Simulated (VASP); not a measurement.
Set up this calculation in VASP 6.6.1, as the native input.

* Task: relaxation of the atoms
* Functional: PBE
* Potentials or basis: VASP PAW PBE potentials, release 64 (Fe, Si)
* Cutoff: 520 eV
* k mesh: 8 × 8 × 8
* Occupations: gaussian, width 0.01 eV
* Spin: no spin polarisation
* Dipole correction: no
* Further INCAR settings: ALGO = Normal; EDIFF = 1e-07; IBRION = 2; EDIFFG = -0.01; NSW = 50

The structure of FeSi (nc) lies in POSCAR:

```
FeSi
1.0
    4.5348460814      0.0000000000      0.0000000000
    0.0000000000      4.5348460814      0.0000000000
    0.0000000000      0.0000000000      4.5348460814
Fe Si
4 4
Direct
    0.1346224833      0.1346224833      0.1346224833
    0.3653775167      0.8653775167      0.6346224833
    0.6346224833      0.3653775167      0.8653775167
    0.8653775167      0.6346224833      0.3653775167
    0.8401954211      0.8401954211      0.8401954211
    0.6598045789      0.1598045789      0.3401954211
    0.3401954211      0.6598045789      0.1598045789
    0.1598045789      0.3401954211      0.6598045789
```

This cell differs from its parent crystal: volume scaled by 1.06.

One way to write it, as run:

INCAR

```
SYSTEM = FeSi
  ALGO = Normal
  EDIFF = 1E-7
  EDIFFG = -0.01
  ENCUT = 520
  GGA = PE
  GGA_COMPAT = .FALSE.
  IBRION = 2
  ISIF = 2
  ISMEAR = 0
  LASPH = .TRUE.
  LCHARG = .FALSE.
  LREAL = .FALSE.
  LWAVE = .FALSE.
  NELM = 120
  NELMIN = 4
  NSW = 50
  PREC = Accurate
  SIGMA = 0.01
```

KPOINTS

```
k-points
0
G
  8 8 8
  0 0 0
```

Potentials or basis: VASP PAW PBE potentials, release 64 (Fe, Si).

Run with:

```sh
$ cat potpaw_PBE.64/Fe/POTCAR potpaw_PBE.64/Si/POTCAR > POTCAR
$ mpirun -np 1 vasp_std > vasp.out
```

Results of the run:

| Item | Value |
| --- | --- |
| Energy gained by relaxing | 0.3 meV/atom |
| Ionic steps | 5 |
| Pressure after relaxing | -10.9 GPa |
| Band gap on the k mesh | 0.16 eV, indirect (least direct gap 0.17 eV) |

It took 6.7 min on 1 thread of Intel Xeon 6975P-C, on a shared host, peak memory 0.27 GiB.
